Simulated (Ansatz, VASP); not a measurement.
**Two plane-wave programs on TiO2**

```
CELL_PARAMETERS angstrom
4.64282 0.00000 0.00000
0.00000 4.64282 0.00000
0.00000 0.00000 2.93567
ATOMIC_POSITIONS crystal
Ti 0.00000 0.00000 0.00000
Ti 0.50000 0.50000 0.50000
O 0.30516 0.30516 0.00000
O 0.19484 0.80516 0.50000
O 0.80516 0.19484 0.50000
O 0.69484 0.69484 0.00000
```

Change from the starting cell: epitaxial_xy strain +1.0%.

Alike in both runs: task single point; functional PBE; k mesh 6 × 6 × 8; occupations fermi-dirac, width 0.02 eV; no spin polarisation.

|  | VASP | Ansatz |
| --- | --- | --- |
| version | VASP 6.6.1 | Ansatz 0.2.0 |
| potentials or method | VASP PAW PBE potentials, release 64 (Ti_sv, O) | plane waves, PAW |
| plane-wave cutoff (eV) | 520 | 420 |
| valence electrons in the cell | 48 | 48 |

VASP gave:

```
gap on the k mesh at the Fermi level (eV)                     : 1.88
pressure (GPa)                                                : 3.4
traceless stress, the component that is largest in VASP (GPa) : 2.37
rms of the force components (eV/Å)                            : 0.043
```

**Question.** Estimate Ansatz's values.

**Answer.** gap on the k mesh at the Fermi level (eV): 1.90; pressure (GPa): 2.7; traceless stress, the component that is largest in VASP (GPa): 2.13; rms of the force components (eV/Å): 0.028.

Atom by atom the forces differ by 0.015 eV/Å (rms over components).
